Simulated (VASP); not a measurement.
# SrTlBr3 in VASP: settings compared

Aim: see how the results for SrTlBr3 move with the level of theory and the settings. Levels: PBE, r2SCAN. Tasks: single point.

All numbers are computed with VASP 6.6.1; they aren't measurements. Logs are shortened: lines on timing, memory, paths and dates and some standing lists are left out, and cuts for length are marked.

## 1. The cell of the first run

It takes space group Pm-3m (No. 221, cubic). The conventional cell has a = 5.903 Å, b = 5.903 Å, c = 5.903 Å, α = 90.00°, β = 90.00°, γ = 90.00°. Tl (site symmetry m-3m) has 12 Br at 4.17 Å and 8 Sr at 5.11 Å within 5.5 Å. Within 3.9 Å of Sr (site symmetry m-3m) lie 6 Br at 2.95 Å. Br (site symmetry 4/mmm) has 2 Sr at 2.95 Å within 3.9 Å.

## 2. Single point, PBE

File INCAR:

```
ALGO = Normal
EDIFF = 1E-7
ENCUT = 520
GGA = PE
ISIF = 2
ISMEAR = -1
LASPH = T
LCHARG = F
LREAL = F
LWAVE = F
NBANDS = 30
NELM = 100
PREC = Accurate
SIGMA = 0.02
```

File KPOINTS:

```
k-points
0
Gamma
  4 4 4
```

File POSCAR:

```
SrTlBr3
1.0
    5.9034019427      0.0000000000      0.0000000000
    0.0000000000      5.9034019427      0.0000000000
    0.0000000000      0.0000000000      5.9034019427
Tl Sr Br
1 1 3
Direct
    0.0000000000      0.0000000000      0.0000000000
    0.5000000000      0.5000000000      0.5000000000
    0.5000000000      0.5000000000      0.0000000000
    0.5000000000      0.0000000000      0.5000000000
    0.0000000000      0.5000000000      0.5000000000
```

Potentials or basis: VASP PAW PBE potentials, release 64 (Tl_d, Sr_sv, Br).

The run is started by

```
cat potpaw_PBE.64/Tl_d/POTCAR potpaw_PBE.64/Sr_sv/POTCAR potpaw_PBE.64/Br/POTCAR > POTCAR
mpirun -np 1 vasp_std > vasp.out
```

OUTCAR:

```text
EDIFF = 1E-7
   ENCUT = 520
   GGA = PE
   ISIF = 2
   ISMEAR = -1
   LASPH = T
   LREAL = F
   NELM = 100
   PREC = Accurate

 ion  position               nearest neighbor table
   1  0.000  0.000  0.000-
   2  0.500  0.500  0.500-   3 2.95   4 2.95   5 2.95   3 2.95   4 2.95   5 2.95
   3  0.500  0.500  0.000-   2 2.95   2 2.95
   4  0.500  0.000  0.500-   2 2.95   2 2.95
   5  0.000  0.500  0.500-   2 2.95   2 2.95

  LATTYP: Found a simple cubic cell.
 ALAT       =     5.9034019427

  Lattice vectors:

 A1 = (   5.9034019427,   0.0000000000,   0.0000000000)
 A2 = (   0.0000000000,   5.9034019427,   0.0000000000)
 A3 = (   0.0000000000,   0.0000000000,   5.9034019427)

Analysis of symmetry for initial positions (statically):
=====================================================================
 Subroutine PRICEL returns:
 Original cell was already a primitive cell.

 Routine SETGRP: Setting up the symmetry group for a
 simple cubic supercell.

 Subroutine GETGRP returns: Found 48 space group operations
 (whereof 48 operations were pure point group operations)
 out of a pool of 48 trial point group operations.

The static configuration has the point symmetry O_h .

Analysis of symmetry for dynamics (positions and initial velocities):
=====================================================================
 Subroutine PRICEL returns:
 Original cell was already a primitive cell.

 Routine SETGRP: Setting up the symmetry group for a
 simple cubic supercell.

 Subroutine GETGRP returns: Found 48 space group operations
 (whereof 48 operations were pure point group operations)
 out of a pool of 48 trial point group operations.

The dynamic configuration has the point symmetry O_h .

 Subroutine INISYM returns: Found 48 space group operations
 (whereof 48 operations are pure point group operations),
 and found     1 'primitive' translations

----------------------------------------------------------------------------------------

                                     Primitive cell

  volume of cell :     205.7345

[... 73 lines left out ...]
   ISPIN  =      1    spin polarized calculation?
   LNONCOLLINEAR =      F non collinear calculations
   LSORBIT =      F    spin-orbit coupling
   LASPH  =      T    aspherical Exc in radial PAW
   ENCUT  =  520.0 eV  38.22 Ry    6.18 a.u.  10.98 10.98 10.98*2*pi/ulx,y,z
   NELM   =    100;   NELMIN=  2; NELMDL= -5     # of ELM steps
   EDIFF  = 0.1E-06   stopping-criterion for ELM
   LREAL  =      F    real-space projection
   EDIFFG = 0.1E-05   stopping-criterion for IOM
   NSW    =      0    number of steps for IOM
   IBRION =     -1    ionic relax: 0-MD 1-quasi-New 2-CG
   NFREE  =      0    steps in history (QN), initial steepest desc. (CG)
   ISIF   =      2    stress and relaxation
   ISYM   =      2    0-nonsym 1-usesym 2-fastsym
   POTIM  = 0.5000    time-step for ionic-motion
   TEBEG  =    0.0;   TEEND  =   0.0 temperature during run
   PSTRESS=    0.0 pullay stress
   NELECT =      44.0000    total number of electrons
   NUPDOWN=      -1.0000    fix difference up-down
   EMIN   =  10.00;   EMAX   =-10.00  energy-range for DOS
   EFERMI =   0.00;   METHOD = LEGACY
   ISMEAR =    -1;   SIGMA  =   0.02  broadening in eV -4-tet -1-fermi 0-gaus
   EFERMI_NEDOS =   21; number of points for ismear=-14 and -15
   IALGO  =     38    algorithm
   IMIX   =      4    mixing-type and parameters
     AMIX     =   0.40;   BMIX     =  1.00
     AMIX_MAG =   1.60;   BMIX_MAG =  1.00
  volume/ion in A,a.u.               =      41.15       277.67
  Fermi-wavevector in a.u.,A,eV,Ry     =   0.979017  1.850073 13.040823  0.958473
  Thomas-Fermi vector in A             =   2.109837
   LORBIT       =      0    0 simple, 1 ext, 2 COOP (PROOUT), +10 PAW based schemes
   GGA     = PE    functional components
   LHFCALC =     F    Hartree Fock is set to
   AEXX    =    0.0000 exact exchange contribution
   IVDW    =     0    specifies the selected vdW correction
   LEPSILON=     F    determine dielectric tensor
   LRPA    =     F    only Hartree local field effects (RPA)
 non-spin polarized calculation
  energy-cutoff  :      520.00
  volume of cell :      205.73
 maximum number of plane-waves:      5558
 NGX is ok and might be reduce to    48
   NGX = 21   NGY = 21   NGZ = 21

 number of electron      43.9999998 magnetization

 Free energy of the ion-electron system (eV)
  ---------------------------------------------------
  ext. energy  EPLUGINS =         0.00000000
  ---------------------------------------------------
  free energy    TOTEN  =       -16.45180436 eV

  energy without entropy =      -16.45180436  energy(sigma->0) =      -16.45180436

 E-fermi :  -0.2204     XC(G=0):  -7.3778

 val. band max:       -0.7593705151   @ k =   0.5000   0.5000   0.5000
 cond. band min:       2.4050214631   @ k =   0.5000   0.0000   0.0000
 fundamental gap:      3.1643919782
 Fermi energy:        -0.2203972775

 k-point     1 :       0.0000    0.0000    0.0000
  band No.  band energies     occupation
      1     -33.6693      2.00000
      2     -15.7795      2.00000
      3     -15.7795      2.00000
      4     -15.7795      2.00000
      5     -13.5677      2.00000
      6     -13.3582      2.00000
[... 319 lines left out ...]
     29       6.9468      0.00000
     30       6.9468      0.00000

------------------------ aborting loop because EDIFF is reached ----------------------------------------

  FORCE on cell =-STRESS in cart. coord.  units (eV):
  Direction    XX          YY          ZZ          XY          YZ          ZX
  --------------------------------------------------------------------------------------
  -------------------------------------------------------------------------------------
  Total        0.8151990      0.8151990      0.8151990      0.0000000     -0.0000000     -0.0000000
  in kB        6.3484417      6.3484417      6.3484417      0.0000000     -0.0000000     -0.0000000
  external PRESSURE =       6.3484417 kB  Pullay stress =       0.0000000 kB

 VOLUME and BASIS-vectors are now :
 -----------------------------------------------------------------------------
  energy-cutoff  :      520.00
  volume of cell :      205.73
      direct lattice vectors                 reciprocal lattice vectors
     5.903401943  0.000000000  0.000000000     0.169393853  0.000000000  0.000000000
     0.000000000  5.903401943  0.000000000     0.000000000  0.169393853  0.000000000
     0.000000000  0.000000000  5.903401943     0.000000000  0.000000000  0.169393853

 POSITION                                       TOTAL-FORCE (eV/Angst)
 -----------------------------------------------------------------------------------
      0.00000      0.00000      0.00000         0.000000      0.000000      0.000000
      2.95170      2.95170      2.95170         0.000000      0.000000      0.000000
      2.95170      2.95170      0.00000         0.000000      0.000000      0.000000
      2.95170      0.00000      2.95170         0.000000      0.000000      0.000000
      0.00000      2.95170      2.95170         0.000000      0.000000      0.000000
 -----------------------------------------------------------------------------------
    total drift:                                0.000000     -0.000000     -0.000000

  FREE ENERGIE OF THE ION-ELECTRON SYSTEM (eV)
  ---------------------------------------------------
  free  energy   TOTEN  =       -16.4518043585 eV

  energy  without entropy=      -16.4518043585  energy(sigma->0) =      -16.45180436
```

OSZICAR:

```text
N       E                     dE             d eps       ncg     rms          rms(c)
DAV:   1     0.283782348988E+03    0.28378E+03   -0.19404E+04   608   0.123E+03
DAV:   2     0.614841653525E+01   -0.27763E+03   -0.27021E+03   776   0.262E+02
DAV:   3    -0.169034651305E+02   -0.23052E+02   -0.22960E+02   858   0.676E+01
DAV:   4    -0.175538237070E+02   -0.65036E+00   -0.64810E+00   894   0.101E+01
DAV:   5    -0.175701005535E+02   -0.16277E-01   -0.16276E-01   796   0.103E+00    0.187E+01
DAV:   6    -0.167554063451E+02    0.81469E+00   -0.10560E+00   700   0.399E+00    0.113E+01
DAV:   7    -0.164671377823E+02    0.28827E+00   -0.14435E+00   676   0.419E+00    0.123E+00
DAV:   8    -0.164533915291E+02    0.13746E-01   -0.21176E-01   730   0.167E+00    0.307E-01
DAV:   9    -0.164513902240E+02    0.20013E-02   -0.10049E-02   750   0.430E-01    0.284E-01
DAV:  10    -0.164517028088E+02   -0.31258E-03   -0.22242E-03   740   0.193E-01    0.897E-02
DAV:  11    -0.164517565613E+02   -0.53753E-04   -0.12987E-03   702   0.151E-01    0.332E-02
DAV:  12    -0.164518003189E+02   -0.43758E-04   -0.19387E-04   734   0.521E-02    0.133E-02
DAV:  13    -0.164518021216E+02   -0.18027E-05   -0.12034E-05   758   0.135E-02    0.700E-03
DAV:  14    -0.164518040998E+02   -0.19782E-05   -0.30248E-06   700   0.806E-03    0.126E-03
DAV:  15    -0.164518043076E+02   -0.20773E-06   -0.29081E-07   638   0.248E-03    0.102E-03
DAV:  16    -0.164518043585E+02   -0.50941E-07   -0.59973E-08   524   0.119E-03
   1 F= -.16451804E+02 E0= -.16451804E+02  d E =-.395774E-12
```

stdout:

```text
POSCAR found type information on POSCAR TlSrBr
 POSCAR found :  3 types and       5 ions
 scaLAPACK will be used
 LDA part: xc-table for (Slater+PW92), standard interpolation
 POSCAR, INCAR and KPOINTS ok, starting setup
 FFT: planning ... GRIDC
 FFT: planning ... GRID_SOFT
 FFT: planning ... GRID
 WAVECAR not read
 entering main loop
```

Wall time 55 s (1 thread of Intel Xeon Platinum 8488C (Sapphire Rapids), shared host); peak memory 0.35 GiB.

Results:

```
Free energy            : -16.4518 eV
Pressure               : 0.6 GPa
Band gap on the k mesh : 3.16 eV, indirect (least direct gap 3.48 eV)
```

Caveat: spin-orbit coupling is left out, which moves the levels of the heavy elements.

## 3. Single point, r2SCAN (epitaxial xy strain -0.5%)

POSCAR: that of step 2 with these lines changed.

```diff
@@ -2,5 +2,5 @@
 1.0
-    5.9034019427      0.0000000000      0.0000000000
-    0.0000000000      5.9034019427      0.0000000000
-    0.0000000000      0.0000000000      5.9034019427
+    5.8738849330      0.0000000000      0.0000000000
+    0.0000000000      5.8738849330      0.0000000000
+    0.0000000000      0.0000000000      5.9119507070
 Tl Sr Br
```

File INCAR.step1:

```
SYSTEM = SrTlBr3
PREC = Accurate
ENCUT = 520
ISMEAR = 0
SIGMA = 0.01
LREAL = .False.
LASPH = .True.
NELM = 100
NBANDS = 30
GGA = PE
ALGO = Normal
EDIFF = 1E-4
LWAVE = .True.
LCHARG = .False.
```

File INCAR.step2:

```
SYSTEM = SrTlBr3
PREC = Accurate
ENCUT = 520
EDIFF = 1E-7
ISMEAR = 0
SIGMA = 0.01
LREAL = .False.
LASPH = .True.
NELM = 100
ALGO = Normal
ISIF = 2
LWAVE = .False.
LCHARG = .False.
METAGGA = R2SCAN
LMIXTAU = .True.
NBANDS = 30
ISTART = 1
```

File KPOINTS:

```
regular mesh
0
Gamma
  4 4 4
  0 0 0
```

Potentials or basis: VASP PAW PBE potentials, release 64 (Tl_d, Sr_sv, Br).

The run is started by

```
cat potpaw_PBE.64/Tl_d/POTCAR potpaw_PBE.64/Sr_sv/POTCAR potpaw_PBE.64/Br/POTCAR > POTCAR
cp INCAR.step1 INCAR
mpirun -np 1 vasp_std > vasp.out
cp INCAR.step2 INCAR
mpirun -np 1 vasp_std > vasp.out
```

OUTCAR:

```text
SYSTEM = SrTlBr3
   PREC = Accurate
   ENCUT = 520
   EDIFF = 1E-7
   ISMEAR = 0
   LREAL = .False.
   LASPH = .True.
   NELM = 100
   ISIF = 2
   METAGGA = R2SCAN
   ISTART = 1

 ion  position               nearest neighbor table
   1  0.000  0.000  0.000-
   2  0.500  0.500  0.500-   4 2.94   5 2.94   4 2.94   5 2.94   3 2.96   3 2.96
   3  0.500  0.500  0.000-   2 2.96   2 2.96
   4  0.500  0.000  0.500-   2 2.94   2 2.94
   5  0.000  0.500  0.500-   2 2.94   2 2.94

  LATTYP: Found a simple tetragonal cell.
[... 788 lines left out ...]
  --------------------------------------------------------------------------------------
  -------------------------------------------------------------------------------------
  Total        0.4213279      0.4213279      0.0493987      0.0000000      0.0000000      0.0000000
  in kB        3.3093993      3.3093993      0.3880116      0.0000000      0.0000000      0.0000000
  external PRESSURE =       2.3356034 kB  Pullay stress =       0.0000000 kB

 VOLUME and BASIS-vectors are now :
 -----------------------------------------------------------------------------
  energy-cutoff  :      520.00
  volume of cell :      203.98
      direct lattice vectors                 reciprocal lattice vectors
     5.873884933  0.000000000  0.000000000     0.170245078  0.000000000  0.000000000
     0.000000000  5.873884933  0.000000000     0.000000000  0.170245078  0.000000000
     0.000000000  0.000000000  5.911950707     0.000000000  0.000000000  0.169148907

 POSITION                                       TOTAL-FORCE (eV/Angst)
 -----------------------------------------------------------------------------------
      0.00000      0.00000      0.00000         0.000000      0.000000      0.000000
      2.93694      2.93694      2.95598         0.000000      0.000000      0.000000
      2.93694      2.93694      0.00000         0.000000      0.000000      0.000000
      2.93694      0.00000      2.95598         0.000000      0.000000      0.000000
      0.00000      2.93694      2.95598         0.000000      0.000000      0.000000
 -----------------------------------------------------------------------------------
    total drift:                                0.000000     -0.000000     -0.000000

  FREE ENERGIE OF THE ION-ELECTRON SYSTEM (eV)
  ---------------------------------------------------
  free  energy   TOTEN  =      -116.6466455196 eV

  energy  without entropy=     -116.6466455196  energy(sigma->0) =     -116.64664552
```

OUTCAR.step1:

```text
SYSTEM = SrTlBr3
   PREC = Accurate
   ENCUT = 520
   ISMEAR = 0
   LREAL = .False.
   LASPH = .True.
   NELM = 100
[... 818 lines left out ...]
      2.93694      2.93694      0.00000         0.000000      0.000000      0.000000
      2.93694      0.00000      2.95598         0.000000      0.000000      0.000000
      0.00000      2.93694      2.95598         0.000000      0.000000      0.000000
 -----------------------------------------------------------------------------------
    total drift:                                0.000000     -0.000000     -0.000000

  FREE ENERGIE OF THE ION-ELECTRON SYSTEM (eV)
  ---------------------------------------------------
  free  energy   TOTEN  =       -16.4429555323 eV

  energy  without entropy=      -16.4429555323  energy(sigma->0) =      -16.44295553
```

OSZICAR.step1:

```text
N       E                     dE             d eps       ncg     rms          rms(c)
DAV:   1     0.288563525530E+03    0.28856E+03   -0.19478E+04  1080   0.123E+03
DAV:   2     0.679035684321E+01   -0.28177E+03   -0.27346E+03  1378   0.259E+02
DAV:   3    -0.168961627095E+02   -0.23687E+02   -0.23585E+02  1562   0.684E+01
DAV:   4    -0.175367450816E+02   -0.64058E+00   -0.63862E+00  1608   0.102E+01
DAV:   5    -0.175581109099E+02   -0.21366E-01   -0.21365E-01  1482   0.108E+00    0.191E+01
DAV:   6    -0.167464632930E+02    0.81165E+00   -0.10504E+00  1218   0.399E+00    0.116E+01
DAV:   7    -0.164577787125E+02    0.28868E+00   -0.14489E+00  1226   0.422E+00    0.122E+00
DAV:   8    -0.164446203258E+02    0.13158E-01   -0.21196E-01  1286   0.168E+00    0.311E-01
DAV:   9    -0.164425425746E+02    0.20778E-02   -0.10268E-02  1410   0.436E-01    0.287E-01
DAV:  10    -0.164428338035E+02   -0.29123E-03   -0.24191E-03  1314   0.198E-01    0.867E-02
DAV:  11    -0.164429118089E+02   -0.78005E-04   -0.11172E-03  1284   0.144E-01    0.332E-02
DAV:  12    -0.164429555323E+02   -0.43723E-04   -0.18773E-04  1184   0.519E-02
   1 F= -.16442956E+02 E0= -.16442956E+02  d E =-.166210E-87
```

It took 5 min on 1 thread of Intel Xeon Platinum 8488C (Sapphire Rapids), shared host; peak memory 0.43 GiB.

What came out:

- Free energy: -116.6466 eV
- Pressure: 0.2 GPa
- Band gap on the k mesh: 3.61 eV, indirect (least direct gap 3.94 eV)

Stress tensor (GPa, compression positive):
```
0.33 0.00 0.00
0.00 0.33 0.00
0.00 0.00 0.04
```

Levels at points of the mesh, in eV from the valence-band top:
```
           k point  band 18  band 19  band 20  band 21  band 22  band 23  band 24  band 25  band 26  band 27
(0.00, 0.00, 0.00)    -0.49    -0.49    -0.29    -0.29    -0.29     5.04     5.05     5.05     5.88     5.88
(0.50, 0.00, 0.00)    -0.85    -0.60    -0.58    -0.33    -0.33     3.61     4.62     4.63     6.00     7.38
(0.50, 0.50, 0.00)    -0.86    -0.85    -0.79    -0.79     0.00     4.23     4.35     4.35     7.27     7.27
(0.00, 0.00, 0.50)    -0.84    -0.61    -0.59    -0.32    -0.32     3.62     4.64     4.64     6.00     7.35
(0.50, 0.00, 0.50)    -0.86    -0.85    -0.78    -0.77    -0.01     4.25     4.32     4.34     7.23     7.26
(0.50, 0.50, 0.50)    -1.40    -1.38    -0.01    -0.01     0.00     4.90     4.90     4.90     7.67     7.67
```

Caveat: the cell differs from its parent crystal (epitaxial xy strain -0.5%); the PAW data sets were made with another functional, which shifts forces and pressure a little; spin-orbit coupling is left out, which moves the levels of the heavy elements.

## 4. Single point, PBE (epitaxial xy strain -0.5%)

File INCAR:

```
  PREC = Accurate
  ENCUT = 520
  EDIFF = 1E-6
  ISMEAR = -1
  SIGMA = 0.02
  LREAL = False
  LASPH = True
  NELM = 100
  ALGO = Normal
  ISIF = 2
  LWAVE = False
  LCHARG = False
  GGA = PE
  NBANDS = 30
```

File KPOINTS:

```
regular mesh
0
Gamma
  4 4 4
```

POSCAR is that of step 3.

The run is started by

```
cat potpaw_PBE.64/Tl_d/POTCAR potpaw_PBE.64/Sr_sv/POTCAR potpaw_PBE.64/Br/POTCAR > POTCAR
mpirun -np 1 vasp_std > vasp.out
```

Run time: 81 s. Hardware: 1 thread of Intel Xeon Platinum 8488C (Sapphire Rapids), shared host; peak memory 0.38 GiB.

Results (log left out):

* Free energy: -16.4430 eV
* Pressure: 0.8 GPa
* Band gap on the k mesh: 3.16 eV, indirect (least direct gap 3.48 eV)

Stress tensor (GPa, compression positive):
```
0.90 0.00 0.00
0.00 0.90 0.00
0.00 0.00 0.63
```

Levels at points of the mesh, in eV from the valence-band top:
```
           k point  band 19  band 20  band 21  band 22  band 23  band 24  band 25  band 26
(0.00, 0.00, 0.00)    -0.48    -0.29    -0.28    -0.28     4.56     4.57     4.57     5.32
(0.50, 0.00, 0.00)    -0.60    -0.57    -0.32    -0.32     3.16     4.15     4.16     5.43
(0.50, 0.50, 0.00)    -0.84    -0.78    -0.78     0.00     3.77     3.90     3.90     6.65
(0.00, 0.00, 0.50)    -0.61    -0.58    -0.32    -0.32     3.17     4.17     4.17     5.42
(0.50, 0.00, 0.50)    -0.83    -0.78    -0.76    -0.01     3.79     3.88     3.89     6.61
(0.50, 0.50, 0.50)    -1.38    -0.01    -0.01     0.00     4.44     4.44     4.44     7.03
```

Caveat: the cell differs from its parent crystal (epitaxial xy strain -0.5%); spin-orbit coupling is left out, which moves the levels of the heavy elements.

## 5. The runs side by side

```tsv
level	cell	smearing	gap on the mesh (eV)	pressure (GPa)
PBE	a = 5.903 Å, 5 atoms	fermi-dirac 0.02 eV	3.16	0.6
r2SCAN	a = 5.874, b = 5.874, c = 5.912 Å, 5 atoms	gaussian 0.01 eV	3.61	0.2
PBE	a = 5.874, b = 5.874, c = 5.912 Å, 5 atoms	fermi-dirac 0.02 eV	3.16	0.8
```

Alike in all rows: task single point; potentials or basis VASP PAW PBE potentials, release 64 (Tl_d, Sr_sv, Br); no spin polarisation; k mesh 4 × 4 × 4; cutoff (eV) 520.

Caveats: spin-orbit coupling is left out, which moves the levels of the heavy elements; the PAW data sets were made with another functional, which shifts forces and pressure a little (some runs).

Absolute energies hang on the potentials; compare differences alone.
